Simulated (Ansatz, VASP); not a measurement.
## C18Cl: VASP beside Ansatz

```
CELL_PARAMETERS angstrom
7.39800 0.00000 0.00000
-3.69900 6.40686 0.00000
0.00000 0.00000 13.00000
ATOMIC_POSITIONS crystal
C 0.99725 0.00231 0.07249
C 0.21961 0.11346 0.07172
C 0.99725 0.33537 0.07248
C 0.21961 0.44655 0.07171
C 0.99730 0.66886 0.07267
C 0.21934 0.77987 0.07284
C 0.33081 0.00229 0.07250
C 0.55254 0.11363 0.07456
C 0.33064 0.33552 0.07196
C 0.55271 0.44655 0.07172
C 0.33080 0.66891 0.07248
C 0.55253 0.77932 0.07456
C 0.66397 0.00219 0.08155
C 0.88685 0.11364 0.07456
C 0.66387 0.33536 0.07250
C 0.88629 0.44683 0.07284
C 0.66385 0.66891 0.07249
C 0.88628 0.77989 0.07285
Cl 0.66399 0.00212 0.27613
```

Alike in both runs: functional PBEsol; k mesh 2 × 2 × 1; occupations fermi-dirac, width 0.02 eV; collinear spin.

Ansatz relaxed the structure, and its values are those at the end. VASP's run is a single point on that final structure, the one shown.

```csv
,VASP,Ansatz
version,VASP 6.6.1,Ansatz 0.2.0
potentials or method,"VASP PAW PBE potentials, release 64 (C, Cl), cutoff 520 eV","scalar-relativistic, plane waves, PAW"
valence electrons in the cell,79,79
```

Ansatz gave:

```
rms of the force components (eV/Å) : 0.002
net moment per atom (μB)           : 0.00
```

Problem. What did VASP give for the same quantities?

Solution. rms of the force components (eV/Å): 0.003; net moment per atom (μB): 0.00.

VASP's potentials were made for PBE, not for PBEsol. Ansatz's warnings: filled band counts differ across k points, seeded moment not kept.

The k mesh is coarse, so the values compare programs but aren't converged.
